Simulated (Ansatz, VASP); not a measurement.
CaO in VASP and in Ansatz

Contents of INCAR:

```
SYSTEM = CaO
PREC = Accurate
ENCUT = 520
EDIFF = 1E-6
ISMEAR = 0
SIGMA = 0.05
LREAL = .False.
LASPH = .True.
NELM = 80
ALGO = Normal
ISIF = 2
LWAVE = .False.
LCHARG = .True.
GGA = PE
LELF = .True.
LVHAR = .True.
NBANDS = 24
```

File KPOINTS:

```
Automatic mesh
0
Gamma
  9 9 6
  0 0 0
```

File POSCAR:

```
CaO
1.0
    3.9919758245      0.0199598791      0.0000000000
   -1.9787021498      3.4471725358      0.0000000000
    0.0000000000      0.0000000000      4.7848400100
Ca O
2 2
Direct
    0.3333333333      0.6666666667      0.7500000000
    0.6666666667      0.3333333333      0.2500000000
    0.3333333333      0.6666666667      0.2500000000
    0.6666666667      0.3333333333      0.7500000000
```

Input for Ansatz:

```yaml
crystal:
  lattice:
    - [3.9919758245, 0.0199598791, 0.0]
    - [-1.9787021498, 3.4471725358, 0.0]
    - [0.0, 0.0, 4.78484001]
  atoms:
    - { symbol: Ca, position: [0.3333333333, 0.6666666667, 0.75] }
    - { symbol: Ca, position: [0.6666666667, 0.3333333333, 0.25] }
    - { symbol: O, position: [0.3333333333, 0.6666666667, 0.25] }
    - { symbol: O, position: [0.6666666667, 0.3333333333, 0.75] }
basis:
  ecutwfc: 420
kpoints:
  mp_grid: { grid: [9, 9, 6] }
hamiltonian:
  xc: pbe
scf:
  occupations: { method: gaussian, width: 0.05 }
output:
  forces: true
  stress: true
  eigenvalues: true
```

Change from the starting cell: strain +0.0100 x Voigt [0, 0, 0, 0, 0, 1], atoms carried along.

Alike in both runs: task single point; functional PBE; k mesh 9 × 9 × 6; occupations gaussian, width 0.05 eV; no spin polarisation.

```csv
,VASP,Ansatz
version,VASP 6.6.1,Ansatz 0.2.0
potentials or method,"VASP PAW PBE potentials, release 64 (Ca_sv, O), cutoff 520 eV","scalar-relativistic, plane waves, PAW"
valence electrons in the cell,32,32
```

Ansatz gave:

```
gap on the k mesh at the Fermi level (eV)                     : 3.18
least direct gap on the mesh (eV)                             : 3.18
pressure (GPa)                                                : 1.0
traceless stress, the component that is largest in VASP (GPa) : -0.40
rms of the force components (eV/Å)                            : 0.032
```

**Question.** Which values does VASP return?

**Answer.** gap on the k mesh at the Fermi level (eV): 3.16; least direct gap on the mesh (eV): 3.16; pressure (GPa): 1.5; traceless stress, the component that is largest in VASP (GPa): -0.41; rms of the force components (eV/Å): 0.033.

Atom by atom the forces differ by 0.002 eV/Å (rms over components).
